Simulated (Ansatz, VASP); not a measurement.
## One calculation of CdS, two programs

File INCAR:

```
SYSTEM = CdS
PREC = Accurate
ENCUT = 520
EDIFF = 1E-6
ISMEAR = 0
SIGMA = 0.01
LREAL = .FALSE.
LASPH = .TRUE.
NELM = 80
ALGO = Normal
ISIF = 2
LWAVE = .FALSE.
LCHARG = .FALSE.
GGA = PE
NBANDS = 26
```

The input KPOINTS:

```
Automatic mesh
0
G
  6 6 4
  0 0 0
```

The input POSCAR:

```
CdS
1.0
    4.1500000000      0.0000000000      0.0000000000
   -2.0750000000      3.5940054300      0.0000000000
    0.0000000000      0.0000000000      6.7370000000
Cd S
2 2
Direct
    0.3212851406      0.6666666667      0.0000000000
    0.6666666667      0.3333333333      0.5000000000
    0.3333333333      0.6666666667      0.3750000000
    0.6666666667      0.3333333333      0.8750000000
```

Input for Ansatz:

```yaml
crystal:
  lattice:
    - [4.15, 0.0, 0.0]
    - [-2.075, 3.59400543, 0.0]
    - [0.0, 0.0, 6.737]
  atoms:
    - { symbol: Cd, position: [0.321285140562249, 0.6666666666666666, 0.0] }
    - { symbol: Cd, position: [0.6666666666666666, 0.3333333333333333, 0.5] }
    - { symbol: S, position: [0.3333333333333333, 0.6666666666666666, 0.37499999999999994] }
    - { symbol: S, position: [0.6666666666666666, 0.3333333333333333, 0.875] }
basis:
  ecutwfc: 450.0
kpoints:
  mp_grid:
    grid: [6, 6, 4]
    shift: [0.0, 0.0, 0.0]
hamiltonian:
  xc: pbe
scf:
  occupations:
    method: fixed
output:
  forces: true
```

Alike in both runs: task single point; functional PBE; k mesh 6 × 6 × 4; no spin polarisation.

```csv
,VASP,Ansatz
version,VASP 6.6.1,Ansatz 0.2.0
potentials or method,"VASP PAW PBE potentials, release 64 (Cd, S), cutoff 520 eV","plane waves, PAW"
occupations,"gaussian, width 0.01 eV",fixed
valence electrons in the cell,36,52
```

Ansatz gave:

| Item | Value |
| --- | --- |
| rms of the force components (eV/Å) | 0.105 |

Task: Which values does VASP return?

Result: rms of the force components (eV/Å): 0.108.

Atom by atom the forces differ by 0.003 eV/Å (rms over components). VASP's potentials hold 36 valence electrons a cell and Ansatz's 52, so a difference there can come from the potentials and not from the codes.
